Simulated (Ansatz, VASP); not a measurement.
**Ta4C3 in VASP and in Ansatz**

Contents of INCAR:

```
SYSTEM = Ta4C3
PREC = Accurate ; ENCUT = 520
EDIFF = 1E-6 ; ISMEAR = 0
SIGMA = 0.15 ; LREAL = .FALSE.
LASPH = .TRUE. ; NELM = 60
ALGO = Normal ; ISIF = 2
LWAVE = .FALSE. ; LCHARG = .FALSE.
GGA = PS ; NBANDS = 37
```

KPOINTS

```
regular mesh
0
G
  12 12 12
  0 0 0
```

The input POSCAR:

```
Ta4C3
1.0
    1.3964730573      0.8062540955     10.1645109695
   -1.3964730573      0.8062540955     10.1645109695
    0.0000000000     -1.6125081910     10.1645109695
Ta C
4 3
Direct
    0.3733722057      0.3733722057      0.3733722057
    0.6244615989      0.6244615989      0.6244615989
    0.2096180968      0.2096180968      0.2096180968
    0.7943974385      0.7943974385      0.7943974385
    0.5025935066      0.5025935066      0.5025935066
    0.9960170748      0.9960170748      0.9960170748
    0.0845400886      0.0845400886      0.0845400886
```

Input for Ansatz:

```yaml
crystal:
  lattice:
    - [1.3964730573, 0.8062540955, 10.1645109695]
    - [-1.3964730573, 0.8062540955, 10.1645109695]
    - [0.0, -1.612508191, 10.1645109695]
  atoms:
    - { symbol: Ta, position: [0.3733722057, 0.3733722057, 0.3733722057] }
    - { symbol: Ta, position: [0.6244615989, 0.6244615989, 0.6244615989] }
    - { symbol: Ta, position: [0.2096180968, 0.2096180968, 0.2096180968] }
    - { symbol: Ta, position: [0.7943974385, 0.7943974385, 0.7943974385] }
    - { symbol: C, position: [0.5025935066, 0.5025935066, 0.5025935066] }
    - { symbol: C, position: [0.9960170748, 0.9960170748, 0.9960170748] }
    - { symbol: C, position: [0.0845400886, 0.0845400886, 0.0845400886] }
basis:
  ecutwfc: 420
kpoints:
  mp_grid: { grid: [12, 12, 12] }
hamiltonian:
  xc: pbesol
scf:
  occupations: { method: gaussian, width: 0.15 }
output:
  forces: true
  stress: true
  eigenvalues: true
```

Change from the starting cell: strain -0.1000 x Voigt [1, 1, 0, 0, 0, 0], atoms carried along.

Alike in both runs: task single point; functional PBEsol; k mesh 12 × 12 × 12; occupations gaussian, width 0.15 eV; no spin polarisation.

|  | VASP | Ansatz |
| --- | --- | --- |
| version | VASP 6.6.1 | Ansatz 0.2.0 |
| potentials or method | VASP PAW PBE potentials, release 64 (Ta_pv, C), cutoff 520 eV | scalar-relativistic, plane waves, PAW |
| valence electrons in the cell | 56 | 64 |

|  | VASP | Ansatz | Ansatz less VASP |
| --- | --- | --- | --- |
| gap on the k mesh at the Fermi level (eV) | none | none | - |
| pressure (GPa) | 103.5 | 101.3 | -2.21 |
| traceless stress, the component that is largest in VASP (GPa) | -37.10 | -37.17 | -0.074 |
| rms of the force components (eV/Å) | 1.043 | 1.008 | -0.0344 |

VASP's potentials were made for PBE, not for PBEsol. Atom by atom the forces differ by 0.035 eV/Å (rms over components). A gap of «none» marks a metal or a gap that the smearing closes. Both programs put the cell under a high pressure, so it lies far from rest at this level. VASP's potentials hold 56 valence electrons a cell and Ansatz's 64, so a difference there can come from the potentials and not from the codes.

Spin-orbit coupling is off throughout. Noted on VASP's run: the cell as given lies far from equilibrium.
